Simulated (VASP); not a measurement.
# Ti (P6_3/mmc) in VASP: a series of runs, part 2 of 3

VASP 6.6.1. The steps go on from the part before.

## 4. Single point, PBE

The input, INCAR:

```
SYSTEM = Ti
PREC = Accurate
ENCUT = 520
EDIFF = 1E-6
ISMEAR = -1
SIGMA = 0.1
LREAL = .FALSE.
LASPH = .TRUE.
NELM = 100
ALGO = Normal
ISIF = 2
LWAVE = .FALSE.
LCHARG = .FALSE.
GGA = PE
NBANDS = 19
```

The input, KPOINTS:

```
regular mesh
0
G
  10 10 6
  0 0 0
```

The input, POSCAR:

```
Ti
1.0
    2.9390756844      0.0000000000      0.0000000000
   -1.4695378422      2.5453142064      0.0000000000
    0.0000000000      0.0000000000      4.6559893251
Ti
2
Direct
    0.3333333333      0.6666666667      0.2500000000
    0.6666666667      0.3333333333      0.7500000000
```

Potentials or basis: VASP PAW PBE potentials, release 64 (Ti_sv).

On the command line:

```bash
cat potpaw_PBE.64/Ti_sv/POTCAR > POTCAR
mpirun -np 1 vasp_std > vasp.out
```

OUTCAR:

```text
SYSTEM = Ti
   PREC = Accurate
   ENCUT = 520
   EDIFF = 1E-6
   ISMEAR = -1
   LREAL = .FALSE.
   LASPH = .TRUE.
   NELM = 100
   ISIF = 2
   GGA = PE

 ion  position               nearest neighbor table
   1  0.333  0.667  0.250-   2 2.88   2 2.88   2 2.88   2 2.88   2 2.88   2 2.88
   2  0.667  0.333  0.750-   1 2.88   1 2.88   1 2.88   1 2.88   1 2.88   1 2.88

  LATTYP: Found a hexagonal cell.
 ALAT       =     2.9390756844
 C/A-ratio  =     1.5841678899

  Lattice vectors:

 A1 = (   2.9390756844,   0.0000000000,   0.0000000000)
 A2 = (  -1.4695378422,   2.5453142064,   0.0000000000)
 A3 = (   0.0000000000,   0.0000000000,   4.6559893251)

Analysis of symmetry for initial positions (statically):
=====================================================================
 Subroutine PRICEL returns:
 Original cell was already a primitive cell.

 Routine SETGRP: Setting up the symmetry group for a
 hexagonal supercell.

 Subroutine GETGRP returns: Found 24 space group operations
 (whereof 12 operations were pure point group operations)
 out of a pool of 24 trial point group operations.

The static configuration has the point symmetry D_3d.
 The point group associated with its full space group is D_6h.

Analysis of symmetry for dynamics (positions and initial velocities):
=====================================================================
 Subroutine PRICEL returns:
 Original cell was already a primitive cell.

 Routine SETGRP: Setting up the symmetry group for a
 hexagonal supercell.

 Subroutine GETGRP returns: Found 24 space group operations
 (whereof 12 operations were pure point group operations)
 out of a pool of 24 trial point group operations.

The dynamic configuration has the point symmetry D_3d.
 The point group associated with its full space group is D_6h.

 Subroutine INISYM returns: Found 24 space group operations
 (whereof 12 operations are pure point group operations),
[... 111 lines left out ...]
   ISMEAR =    -1;   SIGMA  =   0.10  broadening in eV -4-tet -1-fermi 0-gaus
   EFERMI_NEDOS =   21; number of points for ismear=-14 and -15
   IALGO  =     38    algorithm
   IMIX   =      4    mixing-type and parameters
     AMIX     =   0.40;   BMIX     =  1.00
     AMIX_MAG =   1.60;   BMIX_MAG =  1.00
  volume/ion in A,a.u.               =      17.42       117.53
  Fermi-wavevector in a.u.,A,eV,Ry     =   1.445963  2.732474 28.447185  2.090809
  Thomas-Fermi vector in A             =   2.564085
   LORBIT       =      0    0 simple, 1 ext, 2 COOP (PROOUT), +10 PAW based schemes
   GGA     = PE    functional components
   LHFCALC =     F    Hartree Fock is set to
   AEXX    =    0.0000 exact exchange contribution
   IVDW    =     0    specifies the selected vdW correction
   LEPSILON=     F    determine dielectric tensor
   LRPA    =     F    only Hartree local field effects (RPA)
 non-spin polarized calculation
  energy-cutoff  :      520.00
  volume of cell :       34.83
 maximum number of plane-waves:       965
 NGX is ok and might be reduce to    24
   NGX = 11   NGY = 11   NGZ = 17

 number of electron      24.0000001 magnetization

 Free energy of the ion-electron system (eV)
  ---------------------------------------------------
  ext. energy  EPLUGINS =         0.00000000
  ---------------------------------------------------
  free energy    TOTEN  =       -15.70760018 eV

  energy without entropy =      -15.62897660  energy(sigma->0) =      -15.66828839

 E-fermi :   8.2863     XC(G=0): -11.4841

 val. band max:        8.2835331467   @ k =   0.1000   0.1000   0.1667
 cond. band min:       8.3097559006   @ k =   0.0000   0.0000   0.3333
 fundamental gap:      0.0262227540
 Fermi energy:         8.2862882362

 k-point     1 :       0.0000    0.0000    0.0000
  band No.  band energies     occupation
      1     -48.5503      2.00000
      2     -48.4152      2.00000
      3     -25.1300      2.00000
      4     -24.5005      2.00000
      5     -24.5005      2.00000
      6     -24.4281      2.00000
[... 505 lines left out ...]
      6     -24.6464      2.00000
[... 11 lines left out ...]
     18      11.7183      0.00000
     19      12.4348      0.00000

 [... further k-points ...]

------------------------ aborting loop because EDIFF is reached ----------------------------------------

  FORCE on cell =-STRESS in cart. coord.  units (eV):
  Direction    XX          YY          ZZ          XY          YZ          ZX
  --------------------------------------------------------------------------------------
  -------------------------------------------------------------------------------------
  Total       -0.0361175     -0.0361175     -0.0698922      0.0000000     -0.0000000      0.0000000
  in kB       -1.6613598     -1.6613598     -3.2149548      0.0000000     -0.0000000      0.0000000
  external PRESSURE =      -2.1792248 kB  Pullay stress =       0.0000000 kB

 VOLUME and BASIS-vectors are now :
 -----------------------------------------------------------------------------
  energy-cutoff  :      520.00
  volume of cell :       34.83
      direct lattice vectors                 reciprocal lattice vectors
     2.939075684  0.000000000  0.000000000     0.340243024  0.196439402  0.000000000
    -1.469537842  2.545314206  0.000000000     0.000000000  0.392878804  0.000000000
     0.000000000  0.000000000  4.655989325     0.000000000  0.000000000  0.214777125

 POSITION                                       TOTAL-FORCE (eV/Angst)
 -----------------------------------------------------------------------------------
     -0.00000      1.69688      1.16400         0.000000      0.000000      0.000000
      1.46954      0.84844      3.49199        -0.000000     -0.000000      0.000000
 -----------------------------------------------------------------------------------
    total drift:                               -0.000000      0.000000     -0.000000

  FREE ENERGIE OF THE ION-ELECTRON SYSTEM (eV)
  ---------------------------------------------------
  free  energy   TOTEN  =       -15.7076001841 eV

  energy  without entropy=      -15.6289765996  energy(sigma->0) =      -15.66828839
```

stdout:

```text
POSCAR found type information on POSCAR Ti
 POSCAR found :  1 types and       2 ions
 scaLAPACK will be used
 LDA part: xc-table for (Slater+PW92), standard interpolation
 POSCAR, INCAR and KPOINTS ok, starting setup
 FFT: planning ... GRIDC
 FFT: planning ... GRID_SOFT
 FFT: planning ... GRID
 WAVECAR not read
 entering main loop
```

Run time: 28 s. Hardware: 1 thread of Intel Xeon 6975P-C, shared host; peak memory 0.17 GiB.

Results:

```yaml
Free_energy: -15.7076 eV
Pressure: -0.2 GPa
Band_gap_on_the_k_mesh: zero (band 12 reaches 9.08 eV, above the bottom of band 13 at 8.08 eV)
```

[end of part 2 of 3]
